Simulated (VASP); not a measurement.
# AlC (Cmmm) in VASP: notebook

Runs on AlC. Level: PBE. Tasks: single point, relaxation of cell and atoms.

Everything below comes from runs of VASP 6.6.1. Logs are shortened: lines on timing, memory, paths and dates and some standing lists are left out, and cuts for length are marked.

## (1) The cell of the first run

The structure is orthorhombic, space group Cmmm (No. 65). The conventional cell has a = 3.052 Å, b = 5.294 Å, c = 2.723 Å, α = 90.00°, β = 90.00°, γ = 90.00°. Al (site symmetry mmm) has 4 C at 2.04 Å within 2.7 Å. Within 2.7 Å of C (site symmetry mmm) lie 4 Al at 2.04 Å.

## (2) Single point, PBE

Input file INCAR:

```
SYSTEM = AlC
  ALGO = Normal
  EDIFF = 1E-6
  ENCUT = 520
  GGA = PE
  ISIF = 2
  ISMEAR = 0
  LASPH = .True.
  LCHARG = .False.
  LREAL = .False.
  LWAVE = .False.
  NBANDS = 10
  NELM = 100
  PREC = Accurate
  SIGMA = 0.1
```

Input file KPOINTS:

```
k-points
0
Gamma
  6 6 6
  0 0 0
```

Input file POSCAR:

```
AlC
1.0
    1.5258608869     -2.6469224505      0.0000000000
    1.5258608869      2.6469224505      0.0000000000
    0.0000000000      0.0000000000      2.7230459397
Al C
1 1
Direct
    0.5000000000      0.5000000000      0.0000000000
    0.0000000000      0.0000000000      0.5000000000
```

Potentials or basis: VASP PAW PBE potentials, release 64 (Al, C).

Started as:

```console
$ cat potpaw_PBE.64/Al/POTCAR potpaw_PBE.64/C/POTCAR > POTCAR
$ mpirun -np 1 vasp_std > vasp.out
```

OUTCAR:

```text
SYSTEM = AlC
   EDIFF = 1E-6
   ENCUT = 520
   GGA = PE
   ISIF = 2
   ISMEAR = 0
   LASPH = .True.
   LREAL = .False.
   NELM = 100
   PREC = Accurate

 ion  position               nearest neighbor table
   1  0.500  0.500  0.000-   2 2.04   2 2.04   2 2.04   2 2.04
   2  0.000  0.000  0.500-   1 2.04   1 2.04   1 2.04   1 2.04

  LATTYP: Found a base centered orthorhombic cell.
 ALAT       =     3.0517217738
 B/A-ratio  =     1.7347075826
 C/A-ratio  =     0.8922982308

  Lattice vectors:

 A1 = (   1.5258608869,  -2.6469224505,   0.0000000000)
 A2 = (   1.5258608869,   2.6469224505,   0.0000000000)
 A3 = (   0.0000000000,   0.0000000000,   2.7230459397)

Analysis of symmetry for initial positions (statically):
=====================================================================
 Subroutine PRICEL returns:
 Original cell was already a primitive cell.

 Routine SETGRP: Setting up the symmetry group for a
 base centered orthorhombic supercell.

 Subroutine GETGRP returns: Found  8 space group operations
 (whereof  8 operations were pure point group operations)
 out of a pool of  8 trial point group operations.

The static configuration has the point symmetry D_2h.

Analysis of symmetry for dynamics (positions and initial velocities):
=====================================================================
 Subroutine PRICEL returns:
 Original cell was already a primitive cell.

 Routine SETGRP: Setting up the symmetry group for a
 base centered orthorhombic supercell.

 Subroutine GETGRP returns: Found  8 space group operations
 (whereof  8 operations were pure point group operations)
 out of a pool of  8 trial point group operations.

The dynamic configuration has the point symmetry D_2h.

 Subroutine INISYM returns: Found  8 space group operations
 (whereof  8 operations are pure point group operations),
 and found     1 'primitive' translations

----------------------------------------------------------------------------------------

                                     Primitive cell

  volume of cell :      21.9959

  direct lattice vectors                    reciprocal lattice vectors
     1.525860887 -2.646922450  0.000000000     0.327683870 -0.188898621  0.000000000
     1.525860887  2.646922450  0.000000000     0.327683870  0.188898621  0.000000000
     0.000000000  0.000000000  2.723045940     0.000000000  0.000000000  0.367235817

  length of vectors
     3.055233200  3.055233200  2.723045940     0.378231949  0.378231949  0.367235817
[... 81 lines left out ...]
   EDIFF  = 0.1E-05   stopping-criterion for ELM
   LREAL  =      F    real-space projection
   EDIFFG = 0.1E-04   stopping-criterion for IOM
   NSW    =      0    number of steps for IOM
   IBRION =     -1    ionic relax: 0-MD 1-quasi-New 2-CG
   NFREE  =      0    steps in history (QN), initial steepest desc. (CG)
   ISIF   =      2    stress and relaxation
   ISYM   =      2    0-nonsym 1-usesym 2-fastsym
   POTIM  = 0.5000    time-step for ionic-motion
   TEBEG  =    0.0;   TEEND  =   0.0 temperature during run
   PSTRESS=    0.0 pullay stress
   NELECT =       7.0000    total number of electrons
   NUPDOWN=      -1.0000    fix difference up-down
   EMIN   =  10.00;   EMAX   =-10.00  energy-range for DOS
   EFERMI =   0.00;   METHOD = LEGACY
   ISMEAR =     0;   SIGMA  =   0.10  broadening in eV -4-tet -1-fermi 0-gaus
   EFERMI_NEDOS =   21; number of points for ismear=-14 and -15
   IALGO  =     38    algorithm
   IMIX   =      4    mixing-type and parameters
     AMIX     =   0.40;   BMIX     =  1.00
     AMIX_MAG =   1.60;   BMIX_MAG =  1.00
  volume/ion in A,a.u.               =      11.00        74.22
  Fermi-wavevector in a.u.,A,eV,Ry     =   1.117705  2.112156 16.997271  1.249264
  Thomas-Fermi vector in A             =   2.254330
   LORBIT       =      0    0 simple, 1 ext, 2 COOP (PROOUT), +10 PAW based schemes
   GGA     = PE    functional components
   LHFCALC =     F    Hartree Fock is set to
   AEXX    =    0.0000 exact exchange contribution
   IVDW    =     0    specifies the selected vdW correction
   LEPSILON=     F    determine dielectric tensor
   LRPA    =     F    only Hartree local field effects (RPA)
 non-spin polarized calculation
 Gauss-broadening in eV      SIGMA  =   0.10
  energy-cutoff  :      520.00
  volume of cell :       22.00
 maximum number of plane-waves:       600
   NGX = 11   NGY = 11   NGZ = 11

 number of electron       7.0000000 magnetization

 Free energy of the ion-electron system (eV)
  ---------------------------------------------------
  ext. energy  EPLUGINS =         0.00000000
  ---------------------------------------------------
  free energy    TOTEN  =       -11.10282720 eV

  energy without entropy =      -11.10042774  energy(sigma->0) =      -11.10162747

 E-fermi :   7.5912     XC(G=0): -11.0162

 val. band max:        7.5117854858   @ k =   0.3333   0.0000   0.1667
 cond. band min:       7.6706944318   @ k =  -0.3333   0.1667   0.5000
 fundamental gap:      0.1589089459
 Fermi energy:         7.5912303510

 k-point     1 :       0.0000    0.0000    0.0000
  band No.  band energies     occupation
      1      -6.5358      2.00000
      2       6.9894      2.00000
      3       8.0726      0.00000
      4       8.9551      0.00000
      5      11.1960      0.00000
      6      14.6555      0.00000
      7      17.4118      0.00000
      8      17.4694      0.00000
      9      19.6920      0.00000
     10      24.5065      0.00000
[... 287 lines left out ...]
 k-point    24 :       0.5000    0.3333    0.1667
  band No.  band energies     occupation
      1      -3.5037      2.00000
      2       2.3667      2.00000
      3       4.1288      2.00000
      4       7.1412      2.00000
      5      13.8065      0.00000
      6      13.9372      0.00000
      7      17.7681      0.00000
      8      20.7930      0.00000
      9      20.9655      0.00000
     10      24.6871      0.00000

 [... further k-points ...]
[... 5 lines left out ...]
  --------------------------------------------------------------------------------------
  -------------------------------------------------------------------------------------
  Total        0.0351365      0.0158513     -0.0141167     -0.0000000      0.0000000      0.0000000
  in kB        2.5593408      1.1546074     -1.0282559     -0.0000000      0.0000000      0.0000000
  external PRESSURE =       0.8952308 kB  Pullay stress =       0.0000000 kB

 VOLUME and BASIS-vectors are now :
 -----------------------------------------------------------------------------
  energy-cutoff  :      520.00
  volume of cell :       22.00
      direct lattice vectors                 reciprocal lattice vectors
     1.525860887 -2.646922450  0.000000000     0.327683870 -0.188898621  0.000000000
     1.525860887  2.646922450  0.000000000     0.327683870  0.188898621  0.000000000
     0.000000000  0.000000000  2.723045940     0.000000000  0.000000000  0.367235817

 POSITION                                       TOTAL-FORCE (eV/Angst)
 -----------------------------------------------------------------------------------
      1.52586      0.00000      0.00000         0.000000      0.000000      0.000000
      0.00000      0.00000      1.36152        -0.000000      0.000000      0.000000
 -----------------------------------------------------------------------------------
    total drift:                                0.000000     -0.000000      0.000000

  FREE ENERGIE OF THE ION-ELECTRON SYSTEM (eV)
  ---------------------------------------------------
  free  energy   TOTEN  =       -11.1028272037 eV

  energy  without entropy=      -11.1004277357  energy(sigma->0) =      -11.10162747
```

stdout:

```text
POSCAR found type information on POSCAR AlC
 POSCAR found :  2 types and       2 ions
 scaLAPACK will be used
 LDA part: xc-table for (Slater+PW92), standard interpolation
 POSCAR, INCAR and KPOINTS ok, starting setup
 FFT: planning ... GRIDC
 FFT: planning ... GRID_SOFT
 FFT: planning ... GRID
 WAVECAR not read
 entering main loop
```

It took 5.1 s on 1 thread of Intel Xeon Platinum 8488C (Sapphire Rapids), shared host; peak memory 0.13 GiB.

Results:

| Property | Result |
| --- | --- |
| Free energy | -11.1028 eV |
| Pressure | 0.1 GPa |

Caveat: the k points lie up to 0.40 Å⁻¹ apart.

## (3) Single point, PBE

This run uses another cell than the first one: it holds 4 atoms, not 2.

Input file INCAR:

```
  ALGO = Normal
  EDIFF = 1E-7
  ENCUT = 520
  GGA = PE
  ISIF = 2
  ISMEAR = 0
  LASPH = True
  LCHARG = False
  LREAL = False
  LWAVE = False
  NBANDS = 15
  NELM = 60
  PREC = Accurate
  SIGMA = 0.1
```

Input file KPOINTS:

```
k-points
0
Gamma
  4 6 4
```

Input file POSCAR:

```
AlC
1.0
    5.3607977245      0.0000000000      0.0000000000
    0.0000000000      2.7299709474      0.0000000000
    0.0000000000      0.0000000000      3.0382660622
Al C
2 2
Direct
    0.7500000000      0.0000000000      0.7499978011
    0.2500000000      0.0000000000      0.2500021989
    0.7500000000      0.5000000000      0.2499982579
    0.2500000000      0.5000000000      0.7500017421
```

Potentials or basis: VASP PAW PBE potentials, release 64 (Al, C).

Started as:

```console
$ cat potpaw_PBE.64/Al/POTCAR potpaw_PBE.64/C/POTCAR > POTCAR
$ mpirun -np 1 vasp_std > vasp.out
```

OUTCAR:

```text
EDIFF = 1E-7
   ENCUT = 520
   GGA = PE
   ISIF = 2
   ISMEAR = 0
   LASPH = True
   LREAL = False
   NELM = 60
   PREC = Accurate

 ion  position               nearest neighbor table
   1  0.750  0.000  0.750-   3 2.04   3 2.04   3 2.04   3 2.04   2 3.08   2 3.08   2 3.08   2 3.08

   2  0.250  0.000  0.250-   4 2.04   4 2.04   4 2.04   4 2.04   1 3.08   1 3.08   1 3.08   1 3.08

   3  0.750  0.500  0.250-   1 2.04   1 2.04   1 2.04   1 2.04
   4  0.250  0.500  0.750-   2 2.04   2 2.04   2 2.04   2 2.04

  LATTYP: Found a simple orthorhombic cell.
 ALAT       =     2.7299709474
 B/A-ratio  =     1.1129298153
 C/A-ratio  =     1.9636830676

  Lattice vectors:

 A1 = (   0.0000000000,   2.7299709474,   0.0000000000)
 A2 = (   0.0000000000,   0.0000000000,   3.0382660622)
 A3 = (   5.3607977245,   0.0000000000,   0.0000000000)

Analysis of symmetry for initial positions (statically):
=====================================================================
 Subroutine PRICEL returns following result:

[... 213 lines left out ...]
      8       8.8841      0.00000
      9      10.9694      0.00000
     10      11.2482      0.00000
     11      14.5453      0.00000
     12      15.8679      0.00000
     13      17.3305      0.00000
     14      17.4673      0.00000
[... 401 lines left out ...]
      2      -2.0672      2.00000
      3       1.1635      2.00000
      4       1.1635      2.00000
      5       4.6525      2.00000
      6       4.6525      2.00000
      7       7.7705      0.00001
      8       7.7705      0.00001
      9       9.6478      0.00000
     10       9.6478      0.00000
     11      13.4372      0.00000
     12      13.4372      0.00000
     13      17.3165      0.00000
     14      17.3165      0.00000
     15      19.1791      0.00000

 [... further k-points ...]

------------------------ aborting loop because EDIFF is reached ----------------------------------------

  FORCE on cell =-STRESS in cart. coord.  units (eV):
  Direction    XX          YY          ZZ          XY          YZ          ZX
  --------------------------------------------------------------------------------------
  -------------------------------------------------------------------------------------
  Total        0.0158877      0.0582568     -0.0372171      0.0000000      0.0000000      0.0000000
  in kB        0.5724779      2.0991541     -1.3410344      0.0000000      0.0000000      0.0000000
  external PRESSURE =       0.4435325 kB  Pullay stress =       0.0000000 kB

 VOLUME and BASIS-vectors are now :
 -----------------------------------------------------------------------------
  energy-cutoff  :      520.00
  volume of cell :       44.46
      direct lattice vectors                 reciprocal lattice vectors
     5.360797725  0.000000000  0.000000000     0.186539402  0.000000000  0.000000000
     0.000000000  2.729970947  0.000000000     0.000000000  0.366304265  0.000000000
     0.000000000  0.000000000  3.038266062     0.000000000  0.000000000  0.329135099

 POSITION                                       TOTAL-FORCE (eV/Angst)
 -----------------------------------------------------------------------------------
      4.02060      0.00000      2.27869         0.000000     -0.000000      0.000000
      1.34020      0.00000      0.75957         0.000000     -0.000000      0.000000
      4.02060      1.36499      0.75956         0.000000      0.000000     -0.000000
      1.34020      1.36499      2.27870         0.000000      0.000000     -0.000000
 -----------------------------------------------------------------------------------
    total drift:                                0.001598      0.000000     -0.002630

  FREE ENERGIE OF THE ION-ELECTRON SYSTEM (eV)
  ---------------------------------------------------
  free  energy   TOTEN  =       -22.1546981278 eV

  energy  without entropy=      -22.1494037318  energy(sigma->0) =      -22.15205093
```

stdout:

```text
POSCAR found type information on POSCAR AlC
 POSCAR found :  2 types and       4 ions
 scaLAPACK will be used
 LDA part: xc-table for (Slater+PW92), standard interpolation
 POSCAR, INCAR and KPOINTS ok, starting setup
 FFT: planning ... GRIDC
 FFT: planning ... GRID_SOFT
 FFT: planning ... GRID
 WAVECAR not read
 entering main loop
```

It took 11 s on 1 thread of Intel Xeon Platinum 8488C (Sapphire Rapids), shared host; peak memory 0.15 GiB.

Results:

- Free energy: -22.1547 eV
- Pressure: 0.0 GPa
- Band gap on the k mesh: zero (band 7 reaches 8.83 eV, above the bottom of band 8 at 6.19 eV)

Caveat: the k points lie up to 0.52 Å⁻¹ apart.

## (4) Relaxation of cell and atoms, PBE

This run uses another cell than the first one, of 11.12 Å³/atom, 1.011 times its volume.

Input file INCAR:

```
ALGO     = Normal         # electronic algorithm
EDIFF    = 1E-6           # SCF threshold, eV
EDIFFG   = -0.04          # ionic threshold
ENCUT    = 600            # plane-wave cutoff, eV
GGA      = PE             # functional
IBRION   = 2              # ionic algorithm
ISIF     = 3              # what is computed and relaxed
ISMEAR   = 0              # smearing method
LASPH    = T              # aspherical terms in the spheres
LCHARG   = F              # write CHGCAR
LREAL    = F              # projectors in reciprocal space
LWAVE    = F              # write WAVECAR
NELM     = 80             # most SCF steps
NSW      = 90             # ionic steps
PREC     = Accurate       # precision mode
SIGMA    = 0.1            # smearing width, eV
```

Input file KPOINTS:

```
k-points
0
Gamma
  6 6 6
```

Input file POSCAR:

```
AlC
1.0
    1.5191330311     -2.6803988623      0.0000000000
    1.5191330311      2.6803988623      0.0000000000
    0.0000000000      0.0000000000      2.7299709474
Al C
1 1
Direct
    0.5000000000      0.5000000000      0.0000000000
    0.0000000000      0.0000000000      0.5000000000
```

Started as:

```console
$ cat potpaw_PBE.64/Al/POTCAR potpaw_PBE.64/C/POTCAR > POTCAR
$ mpirun -np 1 vasp_std > vasp.out
```

Wall time 14 s (1 thread of Intel Xeon Platinum 8488C (Sapphire Rapids), shared host); peak memory 0.15 GiB.

Results (log left out):

| Property | Result |
| --- | --- |
| Free energy | -11.1035 eV |
| Relaxed volume | 11.04 Å³/atom |
| Relaxed cell | a = 3.065 Å, b = 3.065 Å, c = 2.722 Å, α = 90.00°, β = 90.00°, γ = 120.27° |
| Space group after relaxing (to 0.05 Å) | Cmmm (No. 65) |
| Energy gained by relaxing | 0.8 meV/atom |
| Ionic steps | 4 |
| Pressure after relaxing | -0.2 GPa |

Stress tensor (GPa, compression positive):
```
-0.22  0.00  0.00
 0.00 -0.54  0.00
 0.00  0.00  0.27
```

The path:
```tsv
step	energy change (eV)	largest force (eV/Å)	pressure (GPa)	volume (Å³)
1	0.0000	0.0000	-0.11	22.23
2	-0.0010	0.0000	-0.67	22.21
3	-0.0010	0.0000	-0.58	22.21
4	-0.0016	0.0000	-0.16	22.08
```

Final structure:
```
CELL_PARAMETERS angstrom
1.52619 -2.65795 0.00000
1.52619 2.65795 0.00000
0.00000 0.00000 2.72158
ATOMIC_POSITIONS crystal
Al 0.50000 0.50000 0.00000
C 0.00000 0.00000 0.50000
```

Levels at points of the mesh, in eV from the Fermi level:
```csv
k point,band 1,band 2,band 3,band 4,band 5,band 6,band 7
"(0.00, 0.00, 0.00)",-14.09,-0.60,0.53,1.33,3.59,7.09,9.85
"(0.50, 0.00, 0.00)",-11.01,-7.71,-0.85,1.45,2.85,8.90,11.17
"(0.50, 0.50, 0.00)",-11.51,-6.48,-1.98,1.53,3.62,8.49,10.72
"(0.00, 0.00, 0.50)",-10.96,-8.00,0.37,2.49,6.68,8.49,11.11
"(0.50, 0.00, 0.50)",-8.45,-5.27,-5.09,0.24,1.08,6.69,7.93
"(0.50, 0.50, 0.50)",-8.90,-5.28,-3.12,-0.57,-0.32,6.79,7.78
```

Caveat: the k points lie up to 0.40 Å⁻¹ apart in the final cell.

(Part 1 of 2 ends here.)
